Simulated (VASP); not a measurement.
# Se (P1) in VASP: single point with PBE

Aim: the single point of Se with PBE.

All numbers are computed with VASP 6.6.1; they aren't measurements. Logs are shortened: lines on timing, memory, paths and dates and some standing lists are left out, and cuts for length are marked.

### 1 The cell of the first run

The typed cell holds 6 atoms: a = 2.723 Å, b = 5.479 Å, c = 10.860 Å, α = 89.89°, β = 90.00°, γ = 90.03°.

### 2 Single point, PBE

File INCAR:

```
SYSTEM = Se
PREC = Accurate
ENCUT = 520
EDIFF = 1E-7
ISMEAR = 0
SIGMA = 0.2
LREAL = .FALSE.
LASPH = .TRUE.
NELM = 60
ALGO = Normal
ISIF = 2
LWAVE = .FALSE.
LCHARG = .FALSE.
GGA = PE
NBANDS = 27
```

File KPOINTS:

```
Automatic mesh
0
G
  8 4 2
  0 0 0
```

File POSCAR:

```
Se
1.0
    0.0002220974      0.0011862726     -2.7233537168
   -0.0050207513     -5.4791019150      0.0006950999
  -10.8597110518     -0.0101945565     -0.0003599548
Se
6
Direct
   -0.0010199322      1.0605233978      0.5069309223
   -0.0010878929     -0.0613460836      0.0068319503
   -0.0000115965      0.4443840946      0.9848553451
    1.0007113029      0.5551321967      0.4854601144
    1.0006916470      1.0583133452      0.7578948856
    1.0007164717      0.9429930492      0.2580267822
```

Potentials or basis: VASP PAW PBE potentials, release 64 (Se).

Started as:

```sh
cat potpaw_PBE.64/Se/POTCAR > POTCAR
mpirun -np 1 vasp_std > vasp.out
```

OUTCAR:

```text
SYSTEM = Se
   PREC = Accurate
   ENCUT = 520
   EDIFF = 1E-7
   ISMEAR = 0
   LREAL = .FALSE.
   LASPH = .TRUE.
   NELM = 60
   ISIF = 2
   GGA = PE

 ion  position               nearest neighbor table
   1  0.999  0.061  0.507-   4 2.72   5 2.73   4 2.78   6 2.78
   2  0.999  0.939  0.007-   3 2.72   6 2.73   5 2.78   3 2.78
   3  1.000  0.444  0.985-   2 2.72   2 2.78
   4  0.001  0.555  0.485-   1 2.72   1 2.78
   5  0.001  0.058  0.758-   1 2.73   2 2.78
   6  0.001  0.943  0.258-   2 2.73   1 2.78

  LATTYP: Found a triclinic cell.
 ALAT       =     5.4791042595
 B/A-ratio  =     1.9820239456
 C/A-ratio  =     0.4970436508
 COS(alpha) =     0.0000488159
 COS(beta)  =     0.0005625308
 COS(gamma) =     0.0018550901

  Lattice vectors:

 A1 = (   0.0050207513,   5.4791019150,  -0.0006950999)
 A2 = (  10.8597110518,   0.0101945565,   0.0003599548)
 A3 = (   0.0002220974,   0.0011862726,  -2.7233537168)

Analysis of symmetry for initial positions (statically):
=====================================================================
 Subroutine PRICEL returns:
 Original cell was already a primitive cell.

 Routine SETGRP: Setting up the symmetry group for a
 triclinic supercell.

 Subroutine GETGRP returns: Found  1 space group operations
 (whereof  1 operations were pure point group operations)
 out of a pool of  2 trial point group operations.

The static configuration has the point symmetry C_1 .

Analysis of symmetry for dynamics (positions and initial velocities):
=====================================================================
 Subroutine PRICEL returns:
 Original cell was already a primitive cell.

 Routine SETGRP: Setting up the symmetry group for a
 triclinic supercell.

 Subroutine GETGRP returns: Found  1 space group operations
 (whereof  1 operations were pure point group operations)
 out of a pool of  2 trial point group operations.

The dynamic configuration has the point symmetry C_1 .

 Subroutine INISYM returns: Found  1 space group operations
 (whereof  1 operations are pure point group operations),
 and found     1 'primitive' translations

----------------------------------------------------------------------------------------

                                     Primitive cell

  volume of cell :     162.0434

  direct lattice vectors                    reciprocal lattice vectors
[... 92 lines left out ...]
   LASPH  =      T    aspherical Exc in radial PAW
   ENCUT  =  520.0 eV  38.22 Ry    6.18 a.u.   5.06 10.19 20.19*2*pi/ulx,y,z
   NELM   =     60;   NELMIN=  2; NELMDL= -5     # of ELM steps
   EDIFF  = 0.1E-06   stopping-criterion for ELM
   LREAL  =      F    real-space projection
   EDIFFG = 0.1E-05   stopping-criterion for IOM
   NSW    =      0    number of steps for IOM
   IBRION =     -1    ionic relax: 0-MD 1-quasi-New 2-CG
   NFREE  =      0    steps in history (QN), initial steepest desc. (CG)
   ISIF   =      2    stress and relaxation
   ISYM   =      2    0-nonsym 1-usesym 2-fastsym
   POTIM  = 0.5000    time-step for ionic-motion
   TEBEG  =    0.0;   TEEND  =   0.0 temperature during run
   PSTRESS=    0.0 pullay stress
   NELECT =      36.0000    total number of electrons
   NUPDOWN=      -1.0000    fix difference up-down
   EMIN   =  10.00;   EMAX   =-10.00  energy-range for DOS
   EFERMI =   0.00;   METHOD = LEGACY
   ISMEAR =     0;   SIGMA  =   0.20  broadening in eV -4-tet -1-fermi 0-gaus
   EFERMI_NEDOS =   21; number of points for ismear=-14 and -15
   IALGO  =     38    algorithm
   IMIX   =      4    mixing-type and parameters
     AMIX     =   0.40;   BMIX     =  1.00
     AMIX_MAG =   1.60;   BMIX_MAG =  1.00
  volume/ion in A,a.u.               =      27.01       182.25
  Fermi-wavevector in a.u.,A,eV,Ry     =   0.991513  1.873689 13.375870  0.983099
  Thomas-Fermi vector in A             =   2.123260
   LORBIT       =      0    0 simple, 1 ext, 2 COOP (PROOUT), +10 PAW based schemes
   GGA     = PE    functional components
   LHFCALC =     F    Hartree Fock is set to
   AEXX    =    0.0000 exact exchange contribution
   IVDW    =     0    specifies the selected vdW correction
   LEPSILON=     F    determine dielectric tensor
   LRPA    =     F    only Hartree local field effects (RPA)
 non-spin polarized calculation
 Gauss-broadening in eV      SIGMA  =   0.20
  energy-cutoff  :      520.00
  volume of cell :      162.04
 maximum number of plane-waves:      4402
   NGX = 11   NGY = 21   NGZ = 41

 number of electron      36.0000003 magnetization

 Free energy of the ion-electron system (eV)
  ---------------------------------------------------
  ext. energy  EPLUGINS =         0.00000000
  ---------------------------------------------------
  free energy    TOTEN  =       -19.78299107 eV

  energy without entropy =      -19.73768744  energy(sigma->0) =      -19.76033925

 E-fermi :   2.7054     XC(G=0):  -8.8253

 val. band max:        2.6619612751   @ k =   0.2500   0.5000  -0.0000
 cond. band min:       2.7244351482   @ k =   0.3750   0.2500  -0.0000
 fundamental gap:      0.0624738731
 Fermi energy:         2.7054176290

 k-point     1 :       0.0000    0.0000    0.0000
  band No.  band energies     occupation
      1     -13.1638      2.00000
      2     -12.7988      2.00000
      3     -11.2496      2.00000
      4     -10.7128      2.00000
      5     -10.1059      2.00000
      6      -9.7769      2.00000
[... 709 lines left out ...]
     26       8.0610      0.00000
     27       9.7321      0.00000

 [... further k-points ...]
[... 5 lines left out ...]
  --------------------------------------------------------------------------------------
  -------------------------------------------------------------------------------------
  Total       -0.0422502     -0.0073002     -0.0455133     -0.0034005      0.0076968      0.0012964
  in kB       -0.4177423     -0.0721799     -0.4500056     -0.0336221      0.0761010      0.0128177
  external PRESSURE =      -0.3133092 kB  Pullay stress =       0.0000000 kB

 VOLUME and BASIS-vectors are now :
 -----------------------------------------------------------------------------
  energy-cutoff  :      520.00
  volume of cell :      162.04
      direct lattice vectors                 reciprocal lattice vectors
     0.000222097  0.001186273 -2.723353717     0.000012215 -0.000046595 -0.367194333
    -0.005020751 -5.479101915  0.000695100     0.000171336 -0.182511830 -0.000079487
   -10.859711052 -0.010194557 -0.000359955    -0.092083560  0.000084379 -0.000007473

 POSITION                                       TOTAL-FORCE (eV/Angst)
 -----------------------------------------------------------------------------------
     -5.50521     -0.33560     -2.72072        -0.006321      0.017665     -0.010460
     -0.07868     -5.14187     -2.71974        -0.010611     -0.021732     -0.008503
    -10.69725     -2.44368     -2.72337        -0.005890      0.016636      0.002426
     -5.27474     -3.04657     -0.00173        -0.001610     -0.018750      0.005343
     -8.23081     -0.32723     -0.00212         0.008284      0.006403      0.006048
     -2.80683     -5.16938     -0.00139         0.016148     -0.000223      0.005146
 -----------------------------------------------------------------------------------
    total drift:                                0.000273      0.000001     -0.000018

  FREE ENERGIE OF THE ION-ELECTRON SYSTEM (eV)
  ---------------------------------------------------
  free  energy   TOTEN  =       -19.7829910658 eV

  energy  without entropy=      -19.7376874412  energy(sigma->0) =      -19.76033925
```

OSZICAR:

```text
N       E                     dE             d eps       ncg     rms          rms(c)
DAV:   1     0.189541216005E+03    0.18954E+03   -0.14435E+04  1944   0.112E+03
DAV:   2    -0.422558463840E+01   -0.19377E+03   -0.18587E+03  2620   0.186E+02
DAV:   3    -0.198060046086E+02   -0.15580E+02   -0.15371E+02  2508   0.559E+01
DAV:   4    -0.200157452797E+02   -0.20974E+00   -0.20913E+00  2344   0.733E+00
DAV:   5    -0.200180288272E+02   -0.22835E-02   -0.22826E-02  2385   0.787E-01    0.872E+00
DAV:   6    -0.197811308001E+02    0.23690E+00   -0.50889E-01  2263   0.350E+00    0.529E+00
DAV:   7    -0.197831998890E+02   -0.20691E-02   -0.20647E-01  2168   0.187E+00    0.126E+00
DAV:   8    -0.197828335391E+02    0.36635E-03   -0.82928E-03  2247   0.527E-01    0.260E-01
DAV:   9    -0.197829174367E+02   -0.83898E-04   -0.19296E-03  2193   0.205E-01    0.727E-02
DAV:  10    -0.197829523125E+02   -0.34876E-04   -0.97396E-05  2310   0.533E-02    0.254E-02
DAV:  11    -0.197829839719E+02   -0.31659E-04   -0.28207E-05  2178   0.288E-02    0.729E-03
DAV:  12    -0.197829895577E+02   -0.55858E-05   -0.65607E-06  2166   0.120E-02    0.444E-03
DAV:  13    -0.197829906782E+02   -0.11205E-05   -0.11251E-06  2352   0.525E-03    0.126E-03
DAV:  14    -0.197829909666E+02   -0.28833E-06   -0.30922E-07  1729   0.269E-03    0.735E-04
DAV:  15    -0.197829910658E+02   -0.99244E-07   -0.45328E-08  1293   0.115E-03
   1 F= -.19782991E+02 E0= -.19760339E+02  d E =-.453036E-01
```

stdout:

```text
POSCAR found type information on POSCAR Se
 POSCAR found :  1 types and       6 ions
 scaLAPACK will be used
 LDA part: xc-table for (Slater+PW92), standard interpolation
 POSCAR, INCAR and KPOINTS ok, starting setup
 FFT: planning ... GRIDC
 FFT: planning ... GRID_SOFT
 FFT: planning ... GRID
 WAVECAR not read
 entering main loop
```

Wall time 1.9 min (1 thread of Intel Xeon 6975P-C (Granite Rapids), shared host); peak memory 0.29 GiB.

What came out:

| Property | Result |
| --- | --- |
| Free energy | -19.7830 eV |
| Pressure | 0.0 GPa |
| Largest force | 0.026 eV/Å |
| Band gap on the k mesh | zero (band 18 reaches 5.24 eV, above the bottom of band 19 at 1.59 eV) |

Forces on the atoms (eV/Å):
```
Se  -0.006  0.018 -0.010
Se  -0.011 -0.022 -0.009
Se  -0.006  0.017  0.002
Se  -0.002 -0.019  0.005
Se   0.008  0.006  0.006
Se   0.016  0.000  0.005
```

Levels at points of the mesh, in eV from the Fermi level:
```tsv
k point	band 14	band 15	band 16	band 17	band 18	band 19	band 20	band 21	band 22	band 23
(0.00, 0.00, 0.00)	-1.66	-0.98	2.36	2.42	2.53	2.61	2.79	4.09	4.37	4.37
(0.50, 0.00, 0.00)	-4.02	-3.94	-1.21	-0.59	-0.58	-0.23	0.49	1.10	3.72	3.86
(0.00, 0.50, 0.00)	-2.36	-1.98	-1.10	-0.88	2.52	2.79	3.13	4.00	4.09	4.24
(0.50, 0.50, 0.00)	-1.61	-1.39	-1.06	-0.66	-0.60	-0.50	-0.22	0.24	0.99	1.10
(0.00, 0.00, 0.50)	-1.63	0.52	0.54	2.52	2.53	2.64	2.65	4.26	4.26	4.75
(0.50, 0.00, 0.50)	-4.16	-3.15	-3.15	-0.52	-0.51	0.52	0.53	2.49	2.51	3.93
(0.00, 0.50, 0.50)	-2.34	-1.18	-1.17	0.67	0.68	2.93	2.94	4.07	4.08	4.46
(0.50, 0.50, 0.50)	-3.18	-1.44	-1.43	-0.65	-0.64	-0.20	-0.20	0.91	0.91	2.59
```
